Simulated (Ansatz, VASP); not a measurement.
Ca: VASP beside Ansatz

Contents of INCAR:

```
SYSTEM = Ca
PREC     = Accurate       ! precision mode
ENCUT    = 520            ! plane-wave cutoff, eV
EDIFF    = 1E-6           ! SCF threshold, eV
ISMEAR   = -1             ! smearing method
SIGMA    = 0.1            ! smearing width, eV
LREAL    = .FALSE.        ! projectors in reciprocal space
LASPH    = .TRUE.         ! aspherical terms in the spheres
NELM     = 100            ! most SCF steps
ALGO     = Normal         ! electronic algorithm
ISIF     = 2              ! what is computed and relaxed
LWAVE    = .FALSE.        ! write WAVECAR
LCHARG   = .TRUE.         ! write CHGCAR
GGA      = PE             ! functional
LELF     = .TRUE.         ! ELF
LVHAR    = .TRUE.       
NBANDS   = 11             ! bands
```

Contents of KPOINTS:

```
regular mesh
0
G
  16 16 16
  0 0 0
```

The input POSCAR:

```
Ca
1.0
    0.0000000000      2.7627089163      2.7627089163
    2.7627089163      0.0000000000      2.7627089163
    2.7627089163      2.7627089163      0.0000000000
Ca
1
Direct
    0.0000000000      0.0000000000      0.0000000000
```

Input for Ansatz:

```yaml
crystal:
  lattice:
    - [0.0, 2.7627089163, 2.7627089163]
    - [2.7627089163, 0.0, 2.7627089163]
    - [2.7627089163, 2.7627089163, 0.0]
  atoms:
    - { symbol: Ca, position: [0.0, 0.0, 0.0] }
hamiltonian:
  xc: pbe
  pseudopotentials:
    kind: paw
    azcp:
      Ca: "pseudopotentials/Ca.paw.azcp"
basis:
  ecutwfc: 420
  fft_grid_basis: typed
kpoints:
  mp_grid: { grid: [16, 16, 16], shift: [0, 0, 0] }
magnetization:
  spin_polarized: false
scf:
  occupations: { method: fermi_dirac, width: 0.1 }
output:
  stress: true
```

Alike in both runs: task single point; functional PBE; k mesh 16 × 16 × 16; occupations fermi-dirac, width 0.1 eV; no spin polarisation.

|  | VASP | Ansatz |
| --- | --- | --- |
| version | VASP 6.6.1 | Ansatz 0.2.0 |
| potentials or method | VASP PAW PBE potentials, release 64 (Ca_sv), cutoff 520 eV | plane waves (420 eV) with PAW, scalar-relativistic |
| valence electrons in the cell | 10 | 10 |

|  | VASP | Ansatz | Ansatz less VASP |
| --- | --- | --- | --- |
| pressure (GPa) | 0.0 | 0.0 | 0.00 |

The functional is the same, so the differences come from potentials, cutoffs and numerics.
